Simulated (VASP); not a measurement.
The system is BeS.

```
Be S
1.0
     4.03325    0.00000    0.00000
     0.00000    4.03325    0.00000
     0.00000    0.00000    5.88343
Be S
3 3
Direct
  0.00000 0.00000 0.17859
  0.50000 0.00000 0.12670
  0.00000 0.50000 0.12670
  0.00000 0.00000 0.48638
  0.50000 0.00000 0.61553
  0.00000 0.50000 0.61553
```

```yaml
Program: VASP 6.6.1
Task: relaxation of cell and atoms
Functional: PBE
Potentials_or_basis: VASP PAW PBE potentials, release 64 (Be, S)
Cutoff: 600 eV
k_mesh: 4 × 4 × 4
Occupations: gaussian, width 0.1 eV
Spin: no spin polarisation
```

At the start: pressure 8.3 GPa; volume 15.95 Å³/atom.

Q: How do energy, volume and symmetry change on relaxing?

A: Over 34 steps the energy falls by 306.7 meV/atom and the volume is 17.51 Å³/atom (+9.8 %); space group P4mm (No. 99, to 0.05 Å).

Step by step:
```tsv
step	energy change (eV)	largest force (eV/Å)	pressure (GPa)	volume (Å³)
1	0.0000	2.5664	8.30	95.71
2	-0.5512	0.4271	-0.57	107.60
3	-0.5518	0.4088	-0.80	108.06
4	-0.5892	0.4151	-0.75	107.09
5	-0.6723	0.4741	-0.50	104.19
6	-0.7250	0.7619	0.75	98.55
7	-0.7408	0.7612	0.79	98.29
8	-0.7923	0.7531	0.96	97.53
9	-0.9113	0.7028	1.54	96.01
10	-1.1478	0.6175	3.98	93.01
11	0.3227	5.1015	21.19	87.13
12	-1.1498	0.6654	4.29	92.66
13	-1.0679	0.9604	9.01	90.13
14	-1.1691	0.7102	5.14	92.03
15	-1.1721	0.7440	5.76	91.64
16	-1.2472	0.8387	5.80	93.07
17	-1.2568	0.8933	6.03	93.83
18	-1.3783	0.7750	3.54	97.22
19	-1.4967	0.7055	-0.46	104.50
20	-1.5005	0.6822	-1.18	106.06
21	-1.5624	0.7610	-1.39	106.70
22	-1.6751	0.9354	-1.45	108.49
23	-1.6848	0.8395	-1.36	109.32
24	-1.7385	0.5126	-1.37	108.88
25	-1.7591	0.1083	-1.26	108.46
26	-1.7954	0.0918	-1.02	107.27
27	-1.8311	0.1760	-0.24	104.92
28	-1.8318	0.1912	-0.07	104.51
29	-1.8355	0.1347	0.16	104.25
30	-1.8370	0.0708	0.43	103.97
31	-1.8390	0.0626	0.18	104.53
32	-1.8397	0.0707	-0.08	105.14
33	-1.8397	0.0703	-0.07	105.10
34	-1.8400	0.0183	-0.02	105.07
```

Final structure:
```
Be S
1.0
     4.26112    0.00000    0.00000
     0.00000    4.26112    0.00000
     0.00000    0.00000    5.78647
Be S
3 3
Direct
  0.00000 0.00000 0.17938
  0.50000 0.00000 0.03215
  0.00000 0.50000 0.03215
  0.00000 0.00000 0.54428
  0.50000 0.00000 0.68074
  0.00000 0.50000 0.68074
```

Caveat: the k points lie up to 0.37 Å⁻¹ apart in the final cell.
